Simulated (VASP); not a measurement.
The system is Si2C.

```
CELL_PARAMETERS angstrom
2.73095 0.00000 0.00000
-1.36547 2.36507 0.00000
0.00000 0.00000 6.68943
ATOMIC_POSITIONS crystal
Si 0.33333 0.66667 0.66667
Si 0.66667 0.33333 0.33333
C 0.00000 0.00000 0.00000
```

- Program: VASP 6.6.1
- Task: relaxation of cell and atoms
- Functional: PBE
- Potentials or basis: VASP PAW PBE potentials, release 64 (Si, C)
- Cutoff: 600 eV
- k mesh: 6 × 6 × 4
- Occupations: gaussian, width 0.1 eV
- Spin: no spin polarisation

At the start: pressure -11.9 GPa; volume 14.40 Å³/atom.

How do energy, volume and symmetry change on relaxing?

Over 26 steps the energy falls by 1423.2 meV/atom and the volume is 10.78 Å³/atom (-25.1 %); space group P-3m1 (No. 164, to 0.05 Å).

The path:
| step | energy change (eV) | largest force (eV/Å) | pressure (GPa) | volume (Å³) |
| --- | --- | --- | --- | --- |
| 1 | 0.0000 | 1.7949 | -11.94 | 43.21 |
| 2 | -0.8480 | 2.3852 | -6.57 | 36.81 |
| 3 | 1.0832 | 0.4856 | 151.13 | 21.20 |
| 4 | -0.8963 | 2.4154 | 1.83 | 33.20 |
| 5 | -0.9606 | 2.2334 | 34.66 | 27.31 |
| 6 | -1.0566 | 2.5580 | 15.81 | 29.90 |
| 7 | -1.5019 | 2.4250 | 18.94 | 29.22 |
| 8 | -2.5982 | 1.2675 | 50.14 | 26.97 |
| 9 | -2.8266 | 2.6977 | 48.89 | 27.36 |
| 10 | -2.8400 | 3.2087 | 48.79 | 27.45 |
| 11 | -3.1335 | 2.6555 | 38.87 | 28.21 |
| 12 | -3.7101 | 1.0855 | 16.85 | 30.58 |
| 13 | -3.9491 | 0.9001 | -8.44 | 35.68 |
| 14 | -3.9814 | 0.5538 | -4.28 | 34.47 |
| 15 | -3.9827 | 0.4714 | -3.34 | 34.23 |
| 16 | -4.0269 | 0.1696 | -2.93 | 34.23 |
| 17 | -4.0932 | 0.8534 | -3.37 | 34.20 |
| 18 | -4.0821 | 1.7078 | 0.07 | 34.04 |
| 19 | -4.1104 | 1.6300 | -1.38 | 34.12 |
| 20 | -4.1503 | 1.5015 | -2.10 | 34.01 |
| 21 | -4.1735 | 1.1122 | -2.47 | 33.86 |
| 22 | -4.2210 | 0.8462 | -3.09 | 33.62 |
| 23 | -4.2469 | 0.5822 | -3.56 | 32.91 |
| 24 | -4.2599 | 0.0334 | -3.49 | 33.18 |
| 25 | -4.2679 | 0.0062 | -1.47 | 32.69 |
| 26 | -4.2696 | 0.0079 | 0.00 | 32.35 |

Final structure:
```cif
data_structure
_symmetry_space_group_name_H-M 'P 1'
_symmetry_Int_Tables_number 1
_cell_length_a 2.9652
_cell_length_b 2.9652
_cell_length_c 4.2490
_cell_angle_alpha 90.000
_cell_angle_beta 90.000
_cell_angle_gamma 120.000
_cell_volume 32.35
loop_
_atom_site_label
_atom_site_type_symbol
_atom_site_fract_x
_atom_site_fract_y
_atom_site_fract_z
_atom_site_occupancy
Si1 Si 0.33333 0.66667 0.72466 1
Si2 Si 0.66667 0.33333 0.27534 1
C1 C 0.00000 0.00000 0.00000 1
```

Caveat: the k points lie up to 0.41 Å⁻¹ apart in the final cell; the volume moved by over 15 % at a fixed basis, so the end points are rough.
